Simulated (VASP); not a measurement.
Write the native input for VASP 6.6.1 that does the following.

```
Task                   : single point
Functional             : PBE
Potentials or basis    : VASP PAW PBE potentials, release 64 (Mn_pv, Sb)
Cutoff                 : 520 eV
k mesh                 : 9 × 9 × 6
Occupations            : fermi-dirac, width 0.05 eV
Spin                   : collinear spin, antiferromagnetic start
Starting moments       : [4.5, -4.5, 0.0, 0.0] μB
Dipole correction      : no
Further INCAR settings : ALGO = Normal; EDIFF = 1e-06; NBANDS = 30
```

The structure of MnSb lies in POSCAR:

```
MnSb
1.0
    4.1500000000      0.0000000000      0.0000000000
   -2.0750000000      3.5940054300      0.0000000000
    0.0000000000      0.0000000000      5.7800000000
Mn Sb
2 2
Direct
    0.0000000000      0.0000000000      0.0000000000
    0.0000000000      0.0000000000      0.5000000000
    0.3333333300      0.6666666700      0.2500000000
    0.6666666700      0.3333333300      0.7500000000
```

These files were run (other wordings do the same):

INCAR

```
SYSTEM = MnSb
PREC = Accurate
ENCUT = 520
EDIFF = 1E-6
ISMEAR = -1
SIGMA = 0.05
LREAL = .False.
LASPH = .True.
NELM = 150
ALGO = Normal
ISIF = 2
LWAVE = .False.
LCHARG = .False.
ISPIN = 2
MAGMOM = 4.5 -4.5 0 0
LORBIT = 11
LMAXMIX = 4
GGA = PE
NBANDS = 30
```

KPOINTS

```
regular mesh
0
Gamma
  9 9 6
  0 0 0
```

Potentials or basis: VASP PAW PBE potentials, release 64 (Mn_pv, Sb).

Run with:

```sh
$ cat potpaw_PBE.64/Mn_pv/POTCAR potpaw_PBE.64/Sb/POTCAR > POTCAR
$ mpirun -np 1 vasp_std > vasp.out
```

It gave:

* Pressure: -3.6 GPa
* Band gap on the k mesh: zero (filled and empty bands overlap)
* Net moment: 0.00 μB per cell
* Site moments: Mn +3.34, -3.34; Sb +0.00 μB
* Valence electrons inside the program's atomic spheres: Mn 11.52; Sb 2.44

Caveat: the cell stands under tension; spin-orbit coupling is left out, which moves the levels of the heavy elements.

Wall time 3.1 min on 1 thread of Intel(R) Xeon(R) Platinum 8259CL CPU @ 2.50GHz (Skylake/Cascade Lake), with other jobs on the host, peak memory 0.36 GiB.
